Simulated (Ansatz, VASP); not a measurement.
PbS: VASP beside Ansatz

```xyz
2
Lattice="0.0000 2.9205 2.9205 2.9205 0.0000 2.9205 2.9205 2.9205 0.0000" Properties=species:S:1:pos:R:3 pbc="T T T"
Pb    0.0000    0.0000    0.0000
S     2.9205    2.9205    2.9205
```

Change from the starting cell: strain -0.015 along x and y, -0.015 along z, atoms carried along.

Alike in both runs: task single point; functional r2SCAN; k mesh 8 × 8 × 8; occupations gaussian, width 0.05 eV; no spin polarisation.

```csv
,VASP,Ansatz
version,VASP 6.6.1,Ansatz 0.2.0
potentials or method,"VASP PAW PBE potentials, release 64 (Pb_d, S), cutoff 520 eV","scalar-relativistic, plane waves, PAW"
valence electrons in the cell,20,20
```

|  | VASP | Ansatz | Ansatz less VASP |
| --- | --- | --- | --- |
| gap on the k mesh at the Fermi level (eV) | 0.43 | 0.42 | -0.012 |
| least direct gap on the mesh (eV) | 0.43 | 0.42 | -0.012 |
| pressure (GPa) | 4.5 | 4.5 | +0.02 |

VASP's potentials were made for PBE, not for r2SCAN.

Spin-orbit coupling is off throughout.
